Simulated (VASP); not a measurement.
Crystal: NiSb (Breithauptite).

```
Sb Ni
1.0
     3.92800    0.00000    0.00000
    -1.96400    3.40175    0.00000
     0.00000    0.00000    5.12000
Sb Ni
2 2
Direct
  0.66667 0.33333 0.75000
  0.33333 0.66667 0.25000
  0.00000 0.00000 0.50000
  0.00000 0.00000 0.00000
```

Program: VASP 6.6.1. Alike in all runs: task single point; potentials or basis VASP PAW PBE potentials, release 64 (Sb, Ni); cell as given; cutoff (eV) 520; smearing fermi-dirac 0.05 eV.

Question: Order these runs on this cell by their pressure, lowest first.
A. level PBE; spin collinear, ferromagnetic start; fixed moment (μB) 2.5; k mesh 7 × 7 × 5
B. level PBE; spin collinear, ferromagnetic start; fixed moment (μB) 2.0; k mesh 7 × 7 × 5
C. level PBEsol; spin collinear, ferromagnetic start; k mesh 8 × 8 × 5
D. level PBE; spin collinear, zero start; fixed moment (μB) 0.0; k mesh 7 × 7 × 5
E. level PBE; spin collinear, ferromagnetic start; fixed moment (μB) 3.0; k mesh 7 × 7 × 5

Answer: C (-2.0 GPa), D (3.6 GPa), B (7.6 GPa), A (9.4 GPa), E (11.4 GPa).

Caveats: the total moment is fixed, so each spin has its own Fermi level (some runs); the PAW data sets were made with another functional, which shifts forces and pressure a little (some runs).
